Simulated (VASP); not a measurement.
CdS, 2 atoms in the cell. The structure is cubic, space group Fm-3m (No. 225). Conventional cell: a = 5.506 Å, b = 5.506 Å, c = 5.506 Å, α = 90.00°, β = 90.00°, γ = 90.00°. Within 3.6 Å of Cd (site symmetry m-3m) lie 6 S at 2.75 Å. Within 3.6 Å of S (site symmetry m-3m) lie 6 Cd at 2.75 Å. 

* Program: VASP 6.6.1
* Task: single point
* Functional: PBE
* Potentials or basis: VASP PAW PBE potentials, release 64 (Cd, S)
* Cutoff: 520 eV
* k mesh: 8 × 8 × 8
* Occupations: gaussian, width 0.026 eV
* Spin: no spin polarisation
* Dipole correction: no
* Further INCAR settings: ALGO = Normal; EDIFF = 1e-07; NBANDS = 16

Potentials or basis: VASP PAW PBE potentials, release 64 (Cd, S).

Command:

```console
$ cat potpaw_PBE.64/Cd/POTCAR potpaw_PBE.64/S/POTCAR > POTCAR
$ mpirun -np 1 vasp_std > vasp.out
```

Hardware: 1 thread of AMD EPYC 9R45 96-Core Processor (Zen 5), on a shared host.

Task: How long does it take, and how much memory?

Result: It took 13 s on 1 thread of AMD EPYC 9R45 96-Core Processor (Zen 5), with other jobs on the host, peak memory 0.14 GiB. Counts: scf iterations 15, k points 29.
